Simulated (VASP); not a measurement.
## Si3Ge: single point with PBE

The system is Si3Ge.

```
Si Ge
1.0
     5.06097    0.00000    0.00000
     0.00000    5.06097    0.00000
     0.00000    0.00000    5.06097
Si Ge
6 2
Direct
  0.50000 0.25000 0.00000
  0.50000 0.75000 0.00000
  0.25000 0.00000 0.50000
  0.75000 0.00000 0.50000
  0.00000 0.50000 0.25000
  0.00000 0.50000 0.75000
  0.50000 0.50000 0.50000
  0.00000 0.00000 0.00000
```

The cell was built from a structure type or drawn by symmetry, and may not be a known phase.

* Program: VASP 6.6.1
* Task: single point
* Functional: PBE
* Potentials or basis: VASP PAW PBE potentials, release 64 (Si, Ge_d)
* Cutoff: 520 eV
* k mesh: 4 × 4 × 4
* Occupations: gaussian, width 0.1 eV
* Spin: no spin polarisation
* Dipole correction: no
* Further INCAR settings: ALGO = Normal; EDIFF = 1e-06; NBANDS = 36

* Pressure: 0.1 GPa
* Band gap on the k mesh: zero (bands 26 and 27 overlap by 2.53 eV)

Levels at points of the mesh, in eV from the Fermi level:
```
           k point  band 24  band 25  band 26  band 27  band 28  band 29
(0.00, 0.00, 0.00)    -2.20    -2.20    -2.20    -0.93    -0.93    -0.93
(0.50, 0.00, 0.00)    -1.29    -0.90    -0.90    -0.45    -0.45     0.36
(0.50, 0.50, 0.00)     0.07     0.36     0.36     0.55     0.58     0.58
(0.50, 0.50, 0.50)     1.18     1.50     1.50     1.61     1.61     1.61
```

Run time: 26 s on 1 thread of Intel(R) Xeon(R) 6975P-C (Granite Rapids) (shared host), peak memory 0.25 GiB.
